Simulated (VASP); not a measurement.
A run of VASP 6.6.1:

The input INCAR:

```
SYSTEM = WC
ALGO = Normal
EDIFF = 1E-6
ENCUT = 520
GGA = PS
ISIF = 2
ISMEAR = 0
LASPH = .True.
LCHARG = .False.
LREAL = .False.
LWAVE = .False.
NBANDS = 16
NELM = 100
PREC = Accurate
SIGMA = 0.15
```

File KPOINTS:

```
k-points
0
Gamma
  18 18 16
  0 0 0
```

Contents of POSCAR:

```
WC
1.0
    2.9005014360      0.0000000000      0.0000000000
   -1.4502507180      2.5119079273      0.0000000000
    0.0000000000      0.0000000000      2.8290000000
W C
1 1
Direct
    0.0000000000      0.0000000000      0.0000000000
    0.5632362748      0.3333333333      0.5000000000
```

Potentials or basis: VASP PAW PBE potentials, release 64 (W_sv, C).

Launch:

```console
$ cat potpaw_PBE.64/W_sv/POTCAR potpaw_PBE.64/C/POTCAR > POTCAR
$ mpirun -np 1 vasp_std > vasp.out
```

Hardware: 1 thread of Intel(R) Xeon(R) 6975P-C (Granite Rapids), with other jobs on the host.

Problem. Estimate the wall time of this run.

Solution. Run time: 110 s on 1 thread of Intel(R) Xeon(R) 6975P-C (Granite Rapids) (shared host), peak memory 0.56 GiB. Counts: scf iterations 12, k points 1476.
